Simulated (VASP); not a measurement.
The system is ZnS.

```
CELL_PARAMETERS angstrom
3.82120 0.00000 0.00000
1.91060 3.30926 0.00000
1.91060 1.10309 3.12000
ATOMIC_POSITIONS crystal
Zn 0.25000 0.25000 0.25000
S 0.00000 0.00000 0.00000
```

| Quantity | Value |
| --- | --- |
| Program | VASP 6.6.1 |
| Task | relaxation of cell and atoms |
| Functional | PBEsol |
| Potentials or basis | VASP PAW PBE potentials, release 64 (Zn, S) |
| Cutoff | 600 eV |
| k mesh | 6 × 6 × 6 |
| Occupations | fermi-dirac, width 0.05 eV |
| Spin | no spin polarisation |

At the start: pressure -1.7 GPa; volume 19.73 Å³/atom.

Problem. Where does the relaxation end?

Solution. Over 3 steps the energy falls by 2.6 meV/atom and the volume is 19.26 Å³/atom (-2.4 %); space group F-43m (No. 216, to 0.05 Å).

Step by step:
```tsv
step	energy change (eV)	largest force (eV/Å)	pressure (GPa)	volume (Å³)
1	0.0000	0.0000	-1.70	39.45
2	-0.0048	0.0000	0.58	38.27
3	-0.0052	0.0000	0.06	38.52
```

Final structure:
```
CELL_PARAMETERS angstrom
3.79092 0.00000 0.00000
1.89546 3.28303 0.00000
1.89546 1.09434 3.09527
ATOMIC_POSITIONS crystal
Zn 0.25000 0.25000 0.25000
S 0.00000 0.00000 0.00000
```

Caveat: the PAW data sets were made with another functional, which shifts forces and pressure a little.
